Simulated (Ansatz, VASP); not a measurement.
## One calculation of MgCd2SeS2, two programs

```
CELL_PARAMETERS angstrom
5.27335 0.00000 0.00000
0.00000 5.27335 0.00000
0.00000 0.00000 5.45232
ATOMIC_POSITIONS crystal
Mg 0.00000 0.00000 0.00000
Cd 0.00000 0.50000 0.50000
Cd 0.50000 0.00000 0.50000
Se 0.00000 0.00000 0.50000
S 0.50000 0.50000 0.75866
S 0.50000 0.50000 0.24134
```

Change from the starting cell: species swapped into the CeCr2Si2C type (P4/mmm, No. 123).

Alike in both runs: functional PBE; k mesh 8 × 8 × 8; occupations gaussian, width 0.1 eV; no spin polarisation.

Ansatz relaxed the structure, and its values are those at the end. VASP's run is a single point on that final structure, the one shown.

```csv
,VASP,Ansatz
version,VASP 6.6.1,Ansatz 0.2.0
potentials or method,"VASP PAW PBE potentials, release 64 (Mg, Cd, Se, S), cutoff 520 eV","scalar-relativistic, plane waves, PAW"
valence electrons in the cell,44,78
```

```csv
,VASP,Ansatz,Ansatz less VASP
gap on the k mesh at the Fermi level (eV),none,none,-
pressure (GPa),0.2,0.0,-0.19
rms of the force components (eV/Å),0.005,0.000,-0.0046
```

A gap of «none» marks a metal or a gap that the smearing closes. With one functional, cell and mesh, what is left measures potentials, basis and numerics. VASP's potentials hold 44 valence electrons a cell and Ansatz's 78, so a difference there can come from the potentials and not from the codes.
